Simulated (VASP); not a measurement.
# Os in VASP: notebook

The runs below take Os through single point, with PBE.

All numbers are computed with VASP 6.6.1; they aren't measurements. Logs are shortened: lines on timing, memory, paths and dates and some standing lists are left out, and cuts for length are marked.

## 1. The cell of the first run

It takes space group R-3m (No. 166, trigonal). Conventional cell: a = 2.737 Å, b = 2.737 Å, c = 6.636 Å, α = 90.00°, β = 90.00°, γ = 120.00°. Within 3.6 Å of Os (site symmetry -3m) lie 12 Os at 2.72 to 2.74 Å.

This isn't the form of Os at room conditions, which is hcp.

## 2. Single point, PBE

The input, INCAR:

```
SYSTEM = Os
PREC = Accurate ; ENCUT = 520
EDIFF = 1E-6 ; ISMEAR = 0
SIGMA = 0.1 ; LREAL = .FALSE.
LASPH = .TRUE. ; NELM = 100
ALGO = Normal ; ISIF = 2
LWAVE = .FALSE. ; LCHARG = .FALSE.
GGA = PE ; NBANDS = 19
```

The input, KPOINTS:

```
regular mesh
0
G
  6 6 4
  0 0 0
```

The input, POSCAR:

```
Os
1.0
    2.7369643494      0.0000000000      0.0000000000
   -1.3684821747      2.3702806559      0.0000000000
    0.0000000000      0.0000000000      6.6364350561
Os
3
Direct
    0.3333285504      0.0000000000      0.3333333333
    0.0000000000      0.3333285504      0.6666666667
    0.6666714496      0.6666714496      0.0000000000
```

Potentials or basis: VASP PAW PBE potentials, release 64 (Os).

Launch:

```bash
$ cat potpaw_PBE.64/Os/POTCAR > POTCAR
$ mpirun -np 1 vasp_std > vasp.out
```

OUTCAR:

```text
SYSTEM = Os
   PREC = Accurate
   ENCUT = 520
   EDIFF = 1E-6
   ISMEAR = 0
   LREAL = .FALSE.
   LASPH = .TRUE.
   NELM = 100
   ISIF = 2
   GGA = PE

 ion  position               nearest neighbor table
   1  0.333  0.000  0.333-   3 2.72   2 2.72   3 2.72   3 2.72   2 2.72   2 2.72
   2  0.000  0.333  0.667-   3 2.72   1 2.72   3 2.72   3 2.72   1 2.72   1 2.72
   3  0.667  0.667  0.000-   1 2.72   2 2.72   1 2.72   2 2.72   2 2.72   1 2.72

  LATTYP: Found a hexagonal cell.
 ALAT       =     2.7369643494
 C/A-ratio  =     2.4247429666

  Lattice vectors:

 A1 = (   2.7369643494,   0.0000000000,   0.0000000000)
 A2 = (  -1.3684821747,   2.3702806559,   0.0000000000)
 A3 = (   0.0000000000,   0.0000000000,   6.6364350561)

Analysis of symmetry for initial positions (statically):
=====================================================================
 Subroutine PRICEL returns:
 Original cell was already a primitive cell.

 Routine SETGRP: Setting up the symmetry group for a
 hexagonal supercell.

 Subroutine GETGRP returns: Found  6 space group operations
 (whereof  2 operations were pure point group operations)
 out of a pool of 24 trial point group operations.

The static configuration has the point symmetry C_2 .
 The point group associated with its full space group is D_3 .

Analysis of symmetry for dynamics (positions and initial velocities):
=====================================================================
 Subroutine PRICEL returns:
 Original cell was already a primitive cell.

 Routine SETGRP: Setting up the symmetry group for a
 hexagonal supercell.

 Subroutine GETGRP returns: Found  6 space group operations
 (whereof  2 operations were pure point group operations)
 out of a pool of 24 trial point group operations.

The dynamic configuration has the point symmetry C_2 .
 The point group associated with its full space group is D_3 .

 Subroutine INISYM returns: Found  6 space group operations
 (whereof  2 operations are pure point group operations),
 and found     1 'primitive' translations

----------------------------------------------------------------------------------------

                                     Primitive cell

  volume of cell :      43.0530

  direct lattice vectors                    reciprocal lattice vectors
     2.736964349  0.000000000  0.000000000     0.365368296  0.210945484  0.000000000
    -1.368482175  2.370280656  0.000000000     0.000000000  0.421890968  0.000000000
     0.000000000  0.000000000  6.636435056     0.000000000  0.000000000  0.150683310

  length of vectors
     2.736964349  2.736964349  6.636435056     0.421890968  0.421890968  0.150683310

  position of ions in fractional coordinates (direct lattice)
     0.333328550  0.000000000  0.333333333
     0.000000000  0.333328550  0.666666667
     0.666671450  0.666671450  0.000000000

  ion indices of the primitive-cell ions
   primitive index   ion index
                 1           1
                 2           2
                 3           3

----------------------------------------------------------------------------------------

 KPOINTS: regular mesh

Automatic generation of k-mesh.
 Grid dimensions read from file:
 generate k-points for:    6    6    4

 Generating k-lattice:

  Cartesian coordinates                     Fractional coordinates (reciprocal lattice)
     0.060894716  0.035157581  0.000000000     0.166666667 -0.000000000  0.000000000
     0.000000000  0.070315161  0.000000000     0.000000000  0.166666667  0.000000000
     0.000000000  0.000000000  0.037670827     0.000000000  0.000000000  0.250000000

  Length of vectors
     0.070315161  0.070315161  0.037670827

  Shift w.r.t. Gamma in fractional coordinates (k-lattice)
     0.000000000  0.000000000  0.000000000

 Subroutine IBZKPT returns following result:
 ===========================================

 Found     24 irreducible k-points:

 Following reciprocal coordinates:
            Coordinates               Weight
  0.000000  0.000000  0.000000      1.000000
  0.166667  0.000000  0.000000      6.000000
  0.333333  0.000000  0.000000      6.000000
  0.500000  0.000000  0.000000      3.000000
  0.166667  0.166667  0.000000      6.000000
  0.333333  0.166667  0.000000     12.000000
[... 16 lines left out ...]
  0.333333  0.166667  0.500000     12.000000
  0.333333  0.333333  0.500000      2.000000
   k-points           NKPTS =     24   k-points in BZ     NKDIM =     24   number of bands    NBANDS=     19
   number of dos      NEDOS =    301   number of ions     NIONS =      3
   total plane-waves  NPLWV =  20000
   dimension x,y,z NGX =    20 NGY =   20 NGZ =   50
   dimension x,y,z NGXF=    40 NGYF=   40 NGZF=  100
   ions per type =               3
   NGX,Y,Z   is equivalent  to a cutoff of  12.15, 12.15, 12.53 a.u.
   NGXF,Y,Z  is equivalent  to a cutoff of  24.30, 24.30, 25.05 a.u.
 SYSTEM =  Os
   PREC   = accura    normal or accurate (medium, high low for compatibility)
   ISTART =      0    job   : 0-new  1-cont  2-samecut
   ICHARG =      2    charge: 1-file 2-atom 10-const
   ISPIN  =      1    spin polarized calculation?
   LNONCOLLINEAR =      F non collinear calculations
   LSORBIT =      F    spin-orbit coupling
   LASPH  =      T    aspherical Exc in radial PAW
   ENCUT  =  520.0 eV  38.22 Ry    6.18 a.u.   5.09  5.09 12.34*2*pi/ulx,y,z
   NELM   =    100;   NELMIN=  2; NELMDL= -5     # of ELM steps
   EDIFF  = 0.1E-05   stopping-criterion for ELM
   LREAL  =      F    real-space projection
   EDIFFG = 0.1E-04   stopping-criterion for IOM
   NSW    =      0    number of steps for IOM
   IBRION =     -1    ionic relax: 0-MD 1-quasi-New 2-CG
   NFREE  =      0    steps in history (QN), initial steepest desc. (CG)
   ISIF   =      2    stress and relaxation
   ISYM   =      2    0-nonsym 1-usesym 2-fastsym
   POTIM  = 0.5000    time-step for ionic-motion
   TEBEG  =    0.0;   TEEND  =   0.0 temperature during run
   PSTRESS=    0.0 pullay stress
   NELECT =      24.0000    total number of electrons
   NUPDOWN=      -1.0000    fix difference up-down
   EMIN   =  10.00;   EMAX   =-10.00  energy-range for DOS
   EFERMI =   0.00;   METHOD = LEGACY
   ISMEAR =     0;   SIGMA  =   0.10  broadening in eV -4-tet -1-fermi 0-gaus
   EFERMI_NEDOS =   21; number of points for ismear=-14 and -15
   IALGO  =     38    algorithm
   IMIX   =      4    mixing-type and parameters
     AMIX     =   0.40;   BMIX     =  1.00
     AMIX_MAG =   1.60;   BMIX_MAG =  1.00
  volume/ion in A,a.u.               =      14.35        96.85
  Fermi-wavevector in a.u.,A,eV,Ry     =   1.347340  2.546104 24.699011  1.815326
  Thomas-Fermi vector in A             =   2.475099
   LORBIT       =      0    0 simple, 1 ext, 2 COOP (PROOUT), +10 PAW based schemes
   GGA     = PE    functional components
   LHFCALC =     F    Hartree Fock is set to
   AEXX    =    0.0000 exact exchange contribution
   IVDW    =     0    specifies the selected vdW correction
   LEPSILON=     F    determine dielectric tensor
   LRPA    =     F    only Hartree local field effects (RPA)
 non-spin polarized calculation
 Gauss-broadening in eV      SIGMA  =   0.10
  energy-cutoff  :      520.00
  volume of cell :       43.05
 maximum number of plane-waves:      1170
   NGX = 11   NGY = 11   NGZ = 25

 number of electron      24.0000000 magnetization

 Free energy of the ion-electron system (eV)
  ---------------------------------------------------
  ext. energy  EPLUGINS =         0.00000000
  ---------------------------------------------------
  free energy    TOTEN  =       -33.28414689 eV

  energy without entropy =      -33.27569081  energy(sigma->0) =      -33.27991885

 E-fermi :   9.1491     XC(G=0): -13.9090

 val. band max:        9.1455969363   @ k =   0.0000   0.0000   0.2500
 cond. band min:       9.2024620680   @ k =   0.3333   0.1667   0.5000
 fundamental gap:      0.0568651317
 Fermi energy:         9.1491480092

 k-point     1 :       0.0000    0.0000    0.0000
  band No.  band energies     occupation
      1      -1.6291      2.00000
      2       1.3567      2.00000
      3       1.3567      2.00000
      4       6.0054      2.00000
      5       6.0054      2.00000
      6       6.1995      2.00000
[... 11 lines left out ...]
     18      10.0518      0.00000
     19      21.1274      0.00000

 k-point     2 :       0.1667    0.0000    0.0000
  band No.  band energies     occupation
      1      -0.5705      2.00000
      2       2.2146      2.00000
      3       2.4331      2.00000
      4       4.7599      2.00000
      5       5.2119      2.00000
      6       5.4140      2.00000
[... 11 lines left out ...]
     18      12.3328      0.00000
     19      21.6328      0.00000

 k-point     3 :       0.3333    0.0000    0.0000
  band No.  band energies     occupation
      1       1.5410      2.00000
      2       2.1866      2.00000
      3       2.9282      2.00000
      4       3.2144      2.00000
      5       4.9118      2.00000
      6       5.0693      2.00000
[... 11 lines left out ...]
     18      14.0450      0.00000
     19      19.5730      0.00000

 k-point     4 :       0.5000    0.0000    0.0000
  band No.  band energies     occupation
      1       1.6302      2.00000
      2       2.3170      2.00000
      3       2.4183      2.00000
      4       2.4183      2.00000
      5       5.0537      2.00000
      6       5.0537      2.00000
[... 407 lines left out ...]
     18      16.8974      0.00000
     19      16.9730      0.00000

 k-point    23 :       0.3333    0.1667    0.5000
  band No.  band energies     occupation
      1       2.2526      2.00000
      2       2.9099      2.00000
      3       3.1223      2.00000
      4       3.6135      2.00000
      5       3.9668      2.00000
      6       5.1840      2.00000
[... 11 lines left out ...]
     18      17.1327      0.00000
     19      18.3396      0.00000

 k-point    24 :       0.3333    0.3333    0.5000
  band No.  band energies     occupation
      1       3.8918      2.00000
      2       3.8918      2.00000
      3       3.8919      2.00000
      4       3.8964      2.00000
      5       3.8964      2.00000
      6       3.8964      2.00000
[... 11 lines left out ...]
     18      16.8082      0.00000
     19      16.8343      0.00000

------------------------ aborting loop because EDIFF is reached ----------------------------------------

  FORCE on cell =-STRESS in cart. coord.  units (eV):
  Direction    XX          YY          ZZ          XY          YZ          ZX
  --------------------------------------------------------------------------------------
  -------------------------------------------------------------------------------------
  Total       -0.0470219     -0.0470219     -0.0189733     -0.0000000      0.0000000      0.0000000
  in kB       -1.7498746     -1.7498746     -0.7060732     -0.0000000      0.0000000      0.0000000
  external PRESSURE =      -1.4019408 kB  Pullay stress =       0.0000000 kB

 VOLUME and BASIS-vectors are now :
 -----------------------------------------------------------------------------
  energy-cutoff  :      520.00
  volume of cell :       43.05
      direct lattice vectors                 reciprocal lattice vectors
     2.736964349  0.000000000  0.000000000     0.365368296  0.210945484  0.000000000
    -1.368482175  2.370280656  0.000000000     0.000000000  0.421890968  0.000000000
     0.000000000  0.000000000  6.636435056     0.000000000  0.000000000  0.150683310

 POSITION                                       TOTAL-FORCE (eV/Angst)
 -----------------------------------------------------------------------------------
      0.91231      0.00000      2.21215         0.000096      0.000000      0.000000
     -0.45615      0.79008      4.42429        -0.000048      0.000083     -0.000000
      0.91233      1.58020      0.00000        -0.000048     -0.000083      0.000000
 -----------------------------------------------------------------------------------
    total drift:                               -0.000001     -0.000001     -0.000000

  FREE ENERGIE OF THE ION-ELECTRON SYSTEM (eV)
  ---------------------------------------------------
  free  energy   TOTEN  =       -33.2841468854 eV

  energy  without entropy=      -33.2756908071  energy(sigma->0) =      -33.27991885
```

It took 28 s on 1 thread of Intel Xeon 8259CL, shared host; peak memory 0.16 GiB.

Results:

```
Free energy            : -33.2841 eV
Pressure               : -0.1 GPa
Band gap on the k mesh : zero (bands 12 and 13 overlap by 3.53 eV)
```

Caveat: the k points lie up to 0.44 Å⁻¹ apart, too coarse for converged energies and pressures of a metal; spin-orbit coupling is left out, which moves the levels of the heavy elements.

## 3. Single point, PBE

This run uses another cell than the first one: it holds 1 atom, not 3.

The input, INCAR:

```
  ALGO = Fast
  EDIFF = 1E-6
  ENCUT = 520
  GGA = PE
  ISIF = 2
  ISMEAR = 0
  LASPH = T
  LCHARG = F
  LREAL = F
  LWAVE = F
  NBANDS = 10
  NELM = 80
  PREC = Accurate
  SIGMA = 0.1
```

The input, KPOINTS:

```
k-points
0
Gamma
  24 24 24
```

The input, POSCAR:

```
Os
1.0
    0.0000000000      1.9280397566      1.9280397566
    1.9280397566      0.0000000000      1.9280397566
    1.9280397566      1.9280397566      0.0000000000
Os
1
Direct
    0.0000000000      0.0000000000      0.0000000000
```

Potentials or basis: VASP PAW PBE potentials, release 64 (Os).

Launch:

```bash
$ cat potpaw_PBE.64/Os/POTCAR > POTCAR
$ mpirun -np 1 vasp_std > vasp.out
```

Wall time 55 s (1 thread of Intel Xeon 8259CL, shared host); peak memory 0.18 GiB.

It converged, with:

| Property | Result |
| --- | --- |
| Free energy | -11.1113 eV |
| Pressure | -0.1 GPa |
| Band gap on the k mesh | zero (bands 4 and 5 overlap by 3.70 eV) |

Levels at points of the mesh, in eV from the Fermi level:
```
           k point  band 2  band 3  band 4  band 5  band 6  band 7
(0.00, 0.00, 0.00)   -2.89   -2.89   -2.89    0.04    0.04   14.27
(0.50, 0.00, 0.00)   -3.05   -3.05   -0.21    2.37    2.37    8.72
(0.50, 0.50, 0.00)   -6.65    2.31    2.33    3.04    3.04   11.92
```

Caveat: spin-orbit coupling is left out, which moves the levels of the heavy elements.

The gap in the log of VASP goes by the Fermi energy; the results here count the filled bands.